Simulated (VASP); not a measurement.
Input of a VASP 6.6.1 run:

The input INCAR:

```
PREC = Accurate
ENCUT = 520
EDIFF = 1E-7
ISMEAR = -1
SIGMA = 0.05
LREAL = False
LASPH = True
NELM = 150
ALGO = Normal
ISIF = 2
LWAVE = False
LCHARG = False
ISPIN = 2
MAGMOM = 1 1
LORBIT = 11
GGA = PE
NBANDS = 17
```

File KPOINTS:

```
Automatic mesh
0
Gamma
  10 10 8
```

The input POSCAR:

```
O
1.0
    2.6470079288     -1.5432502528      0.0000000000
    2.6470079288      1.5432502528      0.0000000000
   -2.2228489120      0.0000000000      3.3856214805
O
2
Direct
    0.0254538300      0.0254538300      0.1555740200
    0.9745461700      0.9745461700      0.8444259800
```

Potentials or basis: VASP PAW PBE potentials, release 64 (O).

The run is started by

```console
$ cat potpaw_PBE.64/O/POTCAR > POTCAR
$ mpirun -np 1 vasp_std > vasp.out
```

Q: What does it give for the site moments?

A: O +0.79 μB.

Q: Predict the pressure.

A: 26.1 GPa.

Q: Estimate the band gap on the k mesh.

A: 0.74 eV (least direct gap 1.09 eV).

Q: Predict the net moment.

A: 2.00 μB per cell.

Stress tensor (GPa, compression positive):
```
 13.17   0.00 -22.99
  0.00   3.98   0.00
-22.99   0.00  61.01
```

Caveat: the standard files for N, O and F lose accuracy on very short bonds; the stress differs along the axes, from 4 to 61 GPa; this functional lacks dispersion, which holds the molecules together, so the pressure and a relaxed volume are unreliable; forces of over 1 eV/Å act on the atoms, so gaps and moduli don't describe the material at rest. A k mesh can miss the band edges.
